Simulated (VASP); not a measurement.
# C in VASP: a series of runs

Runs on C. Level: PBE+D3(BJ). Tasks: single point.

All numbers are computed with VASP 6.6.1; they aren't measurements. Logs are shortened: lines on timing, memory, paths and dates and some standing lists are left out, and cuts for length are marked.

**1. The cell of the first run**

The cell holds a slab with vacuum, 2 atoms: a = 2.566 Å, b = 2.566 Å, c = 26.002 Å, α = 90.00°, β = 90.00°, γ = 120.00°.

**2. Single point, PBE+D3(BJ)**

Input file INCAR:

```
SYSTEM = C
  PREC = Accurate
  ENCUT = 520
  EDIFF = 1E-6
  ISMEAR = 0
  SIGMA = 0.1
  LREAL = .False.
  LASPH = .True.
  NELM = 60
  ALGO = Normal
  ISIF = 2
  LWAVE = .False.
  LCHARG = .False.
  LDIPOL = .True.
  IDIPOL = 3
  DIPOL = 0.5 0.5 0.500
  GGA = PE
  IVDW = 12
  NBANDS = 11
```

Input file KPOINTS:

```
Automatic mesh
0
Gamma
  21 21 1
  0 0 0
```

Input file POSCAR:

```
C
1.0
    2.5660000000      0.0000000000      0.0000000000
   -1.2830000000      2.2222211861      0.0000000000
    0.0000000000      0.0000000000     26.0024170307
C
2
Direct
    0.6666666667      0.3333333333      0.5137294929
    0.3333333333      0.6666666667      0.4862705071
```

Potentials or basis: VASP PAW PBE potentials, release 64 (C).

On the command line:

```sh
$ cat potpaw_PBE.64/C/POTCAR > POTCAR
$ mpirun -np 1 vasp_std > vasp.out
```

OUTCAR:

```text
SYSTEM = C
   PREC = Accurate
   ENCUT = 520
   EDIFF = 1E-6
   ISMEAR = 0
   LREAL = .False.
   LASPH = .True.
   NELM = 60
   ISIF = 2
   GGA = PE
   IVDW = 12
 IVDW          = 12

 ion  position               nearest neighbor table
   1  0.667  0.333  0.514-   2 1.64   2 1.64   2 1.64
   2  0.333  0.667  0.486-   1 1.64   1 1.64   1 1.64

  LATTYP: Found a hexagonal cell.
 ALAT       =     2.5660000000
 C/A-ratio  =    10.1334438935

  Lattice vectors:

 A1 = (   2.5660000000,   0.0000000000,   0.0000000000)
 A2 = (  -1.2830000000,   2.2222211861,   0.0000000000)
 A3 = (   0.0000000000,   0.0000000000,  26.0024170307)

Analysis of symmetry for initial positions (statically):
=====================================================================
 Subroutine PRICEL returns:
 Original cell was already a primitive cell.

 Routine SETGRP: Setting up the symmetry group for a
 hexagonal supercell.

 Subroutine GETGRP returns: Found 12 space group operations
 (whereof 12 operations were pure point group operations)
 out of a pool of 24 trial point group operations.

The static configuration has the point symmetry D_3d.

Analysis of symmetry for dynamics (positions and initial velocities):
=====================================================================
 Subroutine PRICEL returns:
 Original cell was already a primitive cell.

 Routine SETGRP: Setting up the symmetry group for a
 hexagonal supercell.

 Subroutine GETGRP returns: Found 12 space group operations
 (whereof 12 operations were pure point group operations)
 out of a pool of 24 trial point group operations.

The dynamic configuration has the point symmetry D_3d.

 Subroutine INISYM returns: Found 12 space group operations
 (whereof 12 operations are pure point group operations),
 and found     1 'primitive' translations

----------------------------------------------------------------------------------------

                                     Primitive cell

  volume of cell :     148.2715

  direct lattice vectors                    reciprocal lattice vectors
     2.566000000  0.000000000  0.000000000     0.389711613  0.225000105  0.000000000
    -1.283000000  2.222221186  0.000000000     0.000000000  0.450000210  0.000000000
     0.000000000  0.000000000 26.002417031     0.000000000  0.000000000  0.038457963

  length of vectors
     2.566000000  2.566000000 26.002417031     0.450000210  0.450000210  0.038457963

[... 93 lines left out ...]
   EMIN   =  10.00;   EMAX   =-10.00  energy-range for DOS
   EFERMI =   0.00;   METHOD = LEGACY
   ISMEAR =     0;   SIGMA  =   0.10  broadening in eV -4-tet -1-fermi 0-gaus
   EFERMI_NEDOS =   21; number of points for ismear=-14 and -15
   IALGO  =     38    algorithm
   IMIX   =      4    mixing-type and parameters
     AMIX     =   0.40;   BMIX     =  1.00
     AMIX_MAG =   1.60;   BMIX_MAG =  1.00
  volume/ion in A,a.u.               =      74.14       500.29
  Fermi-wavevector in a.u.,A,eV,Ry     =   0.618613  1.169009  5.206703  0.382682
  Thomas-Fermi vector in A             =   1.677117
   LORBIT       =      0    0 simple, 1 ext, 2 COOP (PROOUT), +10 PAW based schemes
   GGA     = PE    functional components
   LHFCALC =     F    Hartree Fock is set to
   AEXX    =    0.0000 exact exchange contribution
   IVDW    =    12    specifies the selected vdW correction
   LEPSILON=     F    determine dielectric tensor
   LRPA    =     F    only Hartree local field effects (RPA)
 non-spin polarized calculation
 Gauss-broadening in eV      SIGMA  =   0.10
  energy-cutoff  :      520.00
  volume of cell :      148.27
 maximum number of plane-waves:      4021
 NGX is ok and might be reduce to    20
   NGX =  9   NGY =  9   NGZ = 97

 number of electron       8.0000000 magnetization

 dipolmoment           0.000000      0.000000     -0.000000 electrons x Angstroem

 Free energy of the ion-electron system (eV)
  ---------------------------------------------------
  ext. energy  EPLUGINS =         0.00000000
  ---------------------------------------------------
  free energy    TOTEN  =       -14.15224820 eV

  energy without entropy =      -14.14811172  energy(sigma->0) =      -14.15017996

 E-fermi :  -3.8707     XC(G=0):  -1.7672

 val. band max:       -3.8730720451   @ k =   0.3810   0.2381   0.0000
 cond. band min:      -3.8523286552   @ k =   0.0476   0.0476   0.0000
 fundamental gap:      0.0207433900
 Fermi energy:        -3.8707262218

 k-point     1 :       0.0000    0.0000    0.0000
  band No.  band energies     occupation
      1     -20.6977      2.00000
      2     -10.2231      2.00000
      3      -3.5354      0.00000
      4      -3.5354      0.00000
      5      -2.9876      0.00000
      6       0.9043      0.00000
      7       1.0648      0.00000
      8       1.4484      0.00000
      9       1.6338      0.00000
     10       2.4691      0.00000
     11       2.8794      0.00000
[... 309 lines left out ...]
 k-point    24 :       0.1905    0.0952    0.0000
  band No.  band energies     occupation
      1     -19.2303      2.00000
      2      -8.7982      2.00000
      3      -8.1141      2.00000
      4      -5.8522      2.00000
      5      -2.3346      0.00000
      6       2.6225      0.00000
      7       2.7989      0.00000
      8       3.0914      0.00000
      9       3.5423      0.00000
     10       3.6702      0.00000
     11       4.4241      0.00000

 [... further k-points ...]

------------------------ aborting loop because EDIFF is reached ----------------------------------------

 vacuum level on the upper side and lower side of the slab       (xc-potential included)        -0.007        -0.007

 Edisp (eV)   -0.16832

 E8    (eV) :    -0.0527

  FORCE on cell =-STRESS in cart. coord.  units (eV):
  Direction    XX          YY          ZZ          XY          YZ          ZX
  --------------------------------------------------------------------------------------
  -------------------------------------------------------------------------------------
  Total      -2.06493    -2.06493    -7.46394     0.00000    -0.00000     0.00000
  in kB     -22.31302   -22.31302   -80.65311     0.00000    -0.00000     0.00000
  external pressure =      -41.76 kB  Pullay stress =        0.00 kB

 VOLUME and BASIS-vectors are now :
 -----------------------------------------------------------------------------
  energy-cutoff  :      520.00
  volume of cell :      148.27
      direct lattice vectors                 reciprocal lattice vectors
     2.566000000  0.000000000  0.000000000     0.389711613  0.225000105  0.000000000
    -1.283000000  2.222221186  0.000000000     0.000000000  0.450000210  0.000000000
     0.000000000  0.000000000 26.002417031     0.000000000  0.000000000  0.038457963

 POSITION                                       TOTAL-FORCE (eV/Angst)
 -----------------------------------------------------------------------------------
      1.28300      0.74074     13.35821         0.000000      0.000000    -10.439917
     -0.00000      1.48148     12.64421        -0.000000     -0.000000     10.439917
 -----------------------------------------------------------------------------------
    total drift:                                0.000000     -0.000000      0.000000

  FREE ENERGIE OF THE ION-ELECTRON SYSTEM (eV)
  ---------------------------------------------------
  free  energy   TOTEN  =       -14.3205688048 eV

  energy  without entropy=      -14.3164323268  energy(sigma->0) =      -14.31850057

 vacuum level on the upper side and lower side of the slab         1.096         1.096
```

OSZICAR:

```text
N       E                     dE             d eps       ncg     rms          rms(c)
DAV:   1     0.523641483624E+02    0.52364E+02   -0.28567E+03  1056   0.503E+02
DAV:   2    -0.903648707346E+01   -0.61401E+02   -0.51988E+02  1678   0.955E+01
DAV:   3    -0.145840196274E+02   -0.55475E+01   -0.55142E+01  1615   0.395E+01
[... 12 lines left out ...]
DAV:  16    -0.141522196284E+02   -0.72398E-04   -0.49290E-06  1452   0.790E-03    0.173E-03
DAV:  17    -0.141522367440E+02   -0.17116E-04   -0.54608E-07  1510   0.361E-03    0.108E-03
DAV:  18    -0.141522452457E+02   -0.85017E-05   -0.21122E-07  1364   0.171E-03    0.373E-04
DAV:  19    -0.141522475353E+02   -0.22896E-05   -0.27301E-08  1454   0.690E-04    0.122E-04
DAV:  20    -0.141522481986E+02   -0.66330E-06   -0.72398E-09  1369   0.329E-04
   1 F= -.14320569E+02 E0= -.14318501E+02  d E =-.413648E-02
```

Wall time 50 s (1 thread of Intel Xeon 6975P-C (Granite Rapids), shared host); peak memory 0.28 GiB.

Results:

```yaml
Free_energy: -14.3206 eV
Largest_force: 10.440 eV/Å
Band_gap_on_the_k_mesh: zero (band 4 reaches -3.54 eV, above the bottom of band 5 at -4.40 eV)
Dispersion_energy_per_atom: -0.084 eV
```

Forces on the atoms (eV/Å):
```
C     0.000   0.000 -10.440
C     0.000   0.000  10.440
```

**3. Single point, PBE+D3(BJ)**

Input file INCAR:

```
PREC = Accurate
ENCUT = 520
EDIFF = 1E-6
ISMEAR = 0
SIGMA = 0.1
LREAL = False
LASPH = True
NELM = 60
ALGO = Normal
ISIF = 2
LWAVE = False
LCHARG = True
LDIPOL = True
IDIPOL = 3
DIPOL = 0.5 0.5 0.500
GGA = PE
IVDW = 12
LELF = True
LVHAR = True
LVACPOTAV = True
NBANDS = 11
```

Input file KPOINTS:

```
regular mesh
0
Gamma
  21 21 1
```

Input file POSCAR:

```
C
1.0
    2.5660000000      0.0000000000      0.0000000000
   -1.2830000000      2.2222211861      0.0000000000
    0.0000000000      0.0000000000     26.0024170307
C
2
Direct
    0.6666666667      0.3333333333      0.5192289817
    0.3333333333      0.6666666667      0.4807710183
```

Potentials or basis: VASP PAW PBE potentials, release 64 (C).

On the command line:

```sh
$ cat potpaw_PBE.64/C/POTCAR > POTCAR
$ mpirun -np 1 vasp_std > vasp.out
```

It took 50 s on 1 thread of Intel Xeon 6975P-C (Granite Rapids), shared host; peak memory 0.28 GiB.

The run converged. Its results:

```yaml
Free_energy: -11.5561 eV
Largest_force: 8.130 eV/Å
Band_gap_on_the_k_mesh: zero (band 4 reaches -2.82 eV, above the bottom of band 5 at -5.46 eV)
Dispersion_energy_per_atom: -0.085 eV
```

Forces in eV/Å, atoms in the order of the input:
```
C    0.000  0.000 -8.130
C    0.000  0.000  8.130
```

Levels at points of the mesh, in eV from the Fermi level:
| k point | band 1 | band 2 | band 3 | band 4 | band 5 | band 6 | band 7 | band 8 |
| --- | --- | --- | --- | --- | --- | --- | --- | --- |
| (0.00, 0.00, 0.00) | -15.78 | -6.48 | -0.30 | 1.97 | 1.97 | 5.61 | 5.85 | 6.19 |

**4. Single point, PBE+D3(BJ)**

This run uses another cell than the first one, of 76.94 Å³/atom, 1.038 times its volume.

Input file INCAR:

```
  PREC = Accurate
  ENCUT = 520
  EDIFF = 1E-7
  ISMEAR = 0
  SIGMA = 0.1
  LREAL = False
  LASPH = True
  NELM = 100
  ALGO = Normal
  ISIF = 2
  LWAVE = False
  LCHARG = True
  LDIPOL = True
  IDIPOL = 3
  DIPOL = 0.5 0.5 0.500
  GGA = PE
  IVDW = 12
  LELF = True
  LVHAR = True
  LVACPOTAV = True
  NBANDS = 11
```

KPOINTS is that of step 3.

Input file POSCAR:

```
C
1.0
    2.6140000000      0.0000000000      0.0000000000
   -1.3070000000      2.2637904055      0.0000000000
    0.0000000000      0.0000000000     26.0024170307
C
2
Direct
    0.6666666667      0.3333333333      0.5054994888
    0.3333333333      0.6666666667      0.4945005112
```

On the command line:

```sh
$ cat potpaw_PBE.64/C/POTCAR > POTCAR
$ mpirun -np 1 vasp_std > vasp.out
```

Run time: 56 s. Hardware: 1 thread of Intel Xeon 6975P-C (Granite Rapids), shared host; peak memory 0.28 GiB.

Results (log left out):

```
Free energy                     : -17.5482 eV
Largest force                   : 4.581 eV/Å
Band gap on the k mesh          : zero (filled and empty bands touch)
Dispersion energy per atom      : -0.082 eV
Work function of the upper face : 4.93 eV
Work function of the lower face : 4.93 eV
```

Forces on the atoms (eV/Å):
```
C    0.000  0.000 -4.581
C    0.000  0.000  4.581
```

Levels at points of the mesh, in eV from the Fermi level:
```
           k point  band 1  band 2  band 3  band 4  band 5  band 6  band 7  band 8  band 9
(0.00, 0.00, 0.00)  -17.75   -6.21   -2.31   -2.31    3.45    4.72    4.98    5.47    5.60
```

**5. Single point, PBE+D3(BJ)**

This run uses another cell than the first one, of 76.94 Å³/atom, 1.038 times its volume.

Input file INCAR:

```
SYSTEM = C
ALGO = Normal ; DIPOL = 0.5 0.5 0.500
EDIFF = 1E-6 ; ENCUT = 520
GGA = PE ; IDIPOL = 3
ISIF = 2 ; ISMEAR = 0
IVDW = 12 ; LASPH = .True.
LCHARG = .False. ; LDIPOL = .True.
LREAL = .False. ; LWAVE = .False.
NBANDS = 11 ; NELM = 80
PREC = Accurate ; SIGMA = 0.1
```

Input file KPOINTS:

```
k-points
0
Gamma
  21 21 1
  0 0 0
```

Input file POSCAR:

```
C
1.0
    2.6140000000      0.0000000000      0.0000000000
   -1.3070000000      2.2637904055      0.0000000000
    0.0000000000      0.0000000000     26.0024170307
C
2
Direct
    0.6666666667      0.3333333333      0.5109797485
    0.3333333333      0.6666666667      0.4890202515
```

Potentials or basis: VASP PAW PBE potentials, release 64 (C).

On the command line:

```sh
$ cat potpaw_PBE.64/C/POTCAR > POTCAR
$ mpirun -np 1 vasp_std > vasp.out
```

OUTCAR:

```text
SYSTEM = C
   EDIFF = 1E-6
   ENCUT = 520
   GGA = PE
   ISIF = 2
   ISMEAR = 0
   IVDW = 12
   LASPH = .True.
   LREAL = .False.
   NELM = 80
   PREC = Accurate
 IVDW          = 12

 ion  position               nearest neighbor table
   1  0.667  0.333  0.511-   2 1.61   2 1.61   2 1.61
   2  0.333  0.667  0.489-   1 1.61   1 1.61   1 1.61

  LATTYP: Found a hexagonal cell.
 ALAT       =     2.6140000000
 C/A-ratio  =     9.9473668824

  Lattice vectors:

 A1 = (   2.6140000000,   0.0000000000,   0.0000000000)
 A2 = (  -1.3070000000,   2.2637904055,   0.0000000000)
[... 532 lines left out ...]
  FORCE on cell =-STRESS in cart. coord.  units (eV):
  Direction    XX          YY          ZZ          XY          YZ          ZX
  --------------------------------------------------------------------------------------
  -------------------------------------------------------------------------------------
  Total      -4.58351    -4.58351    -5.09873     0.00000    -0.00000     0.00000
  in kB     -47.72583   -47.72583   -53.09053     0.00000    -0.00000     0.00000
  external pressure =      -49.51 kB  Pullay stress =        0.00 kB

 VOLUME and BASIS-vectors are now :
 -----------------------------------------------------------------------------
  energy-cutoff  :      520.00
  volume of cell :      153.87
      direct lattice vectors                 reciprocal lattice vectors
     2.614000000  0.000000000  0.000000000     0.382555471  0.220868504  0.000000000
    -1.307000000  2.263790405  0.000000000     0.000000000  0.441737008  0.000000000
     0.000000000  0.000000000 26.002417031     0.000000000  0.000000000  0.038457963

 POSITION                                       TOTAL-FORCE (eV/Angst)
 -----------------------------------------------------------------------------------
      1.30700      0.75460     13.28671         0.000000      0.000000     -8.912588
     -0.00000      1.50919     12.71571        -0.000000     -0.000000      8.912588
 -----------------------------------------------------------------------------------
    total drift:                                0.000000     -0.000000     -0.000000

  FREE ENERGIE OF THE ION-ELECTRON SYSTEM (eV)
  ---------------------------------------------------
  free  energy   TOTEN  =       -15.6143621159 eV

  energy  without entropy=      -15.6138503792  energy(sigma->0) =      -15.61410625

 vacuum level on the upper side and lower side of the slab         1.069         1.069
```

OSZICAR:

```text
N       E                     dE             d eps       ncg     rms          rms(c)
DAV:   1     0.552050671089E+02    0.55205E+02   -0.28509E+03  1056   0.500E+02
DAV:   2    -0.102341877753E+02   -0.65439E+02   -0.54267E+02  1630   0.974E+01
DAV:   3    -0.158057708439E+02   -0.55716E+01   -0.54101E+01  1500   0.402E+01
[... 12 lines left out ...]
DAV:  16    -0.154510328444E+02   -0.34370E-04   -0.29849E-06  1324   0.430E-03    0.768E-04
DAV:  17    -0.154510454535E+02   -0.12609E-04   -0.15601E-07  1381   0.144E-03    0.407E-04
DAV:  18    -0.154510465933E+02   -0.11398E-05   -0.42333E-09  1548   0.381E-04    0.175E-04
DAV:  19    -0.154510478301E+02   -0.12368E-05   -0.12313E-08  1283   0.335E-04    0.334E-05
DAV:  20    -0.154510480344E+02   -0.20432E-06   -0.15579E-09  1436   0.121E-04
   1 F= -.15614362E+02 E0= -.15614106E+02  d E =-.511737E-03
```

stdout:

```text
POSCAR found type information on POSCAR C
 POSCAR found :  1 types and       2 ions
 scaLAPACK will be used
 LDA part: xc-table for (Slater+PW92), standard interpolation
 POSCAR, INCAR and KPOINTS ok, starting setup
 FFT: planning ... GRIDC
 FFT: planning ... GRID_SOFT
 FFT: planning ... GRID
 WAVECAR not read
 entering main loop
```

It took 55 s on 1 thread of Intel Xeon 6975P-C (Granite Rapids), shared host; peak memory 0.28 GiB.

What came out:

- Free energy: -15.6144 eV
- Largest force: 8.913 eV/Å
- Band gap on the k mesh: zero (filled and empty bands touch)
- Dispersion energy per atom: -0.082 eV

Forces in eV/Å, atoms in the order of the input:
```
C    0.000  0.000 -8.913
C    0.000  0.000  8.913
```

[end of part 1 of 2]
